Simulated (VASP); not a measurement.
Input of a VASP 6.6.1 run:

The input INCAR:

```
PREC = Accurate
ENCUT = 520
EDIFF = 1E-8
ISMEAR = 0
SIGMA = 0.1
LREAL = F
LASPH = T
NELM = 60
ALGO = Normal
ISIF = 2
LWAVE = F
LCHARG = T
GGA = CA
IBRION = 8
NSW = 1
```

File KPOINTS:

```
regular mesh
0
Gamma
  16 16 10
```

POSCAR

```
Hf
1.0
    3.0372208155      0.0000000000      0.0000000000
   -1.5186104078      2.6303103832      0.0000000000
    0.0000000000      0.0000000000      4.8433521039
Hf
2
Direct
    0.3333333333      0.6666666667      0.2500000000
    0.6666666667      0.3333333333      0.7500000000
```

Potentials or basis: VASP PAW LDA potentials, release 64 (Hf_pv).

Launch:

```sh
$ cat potpaw_LDA.64/Hf_pv/POTCAR > POTCAR
$ mpirun -np 1 vasp_std > vasp.out
```

Predict the highest phonon frequency at Γ.

142 cm⁻¹.

Phonon frequencies in cm⁻¹ (negative: imaginary):
| q point | frequencies |
| --- | --- |
| (0.000, 0.000, 0.000) | 0 0 0 68 68 142 |

Caveat: the cell stands under pressure or tension, which shifts response properties.
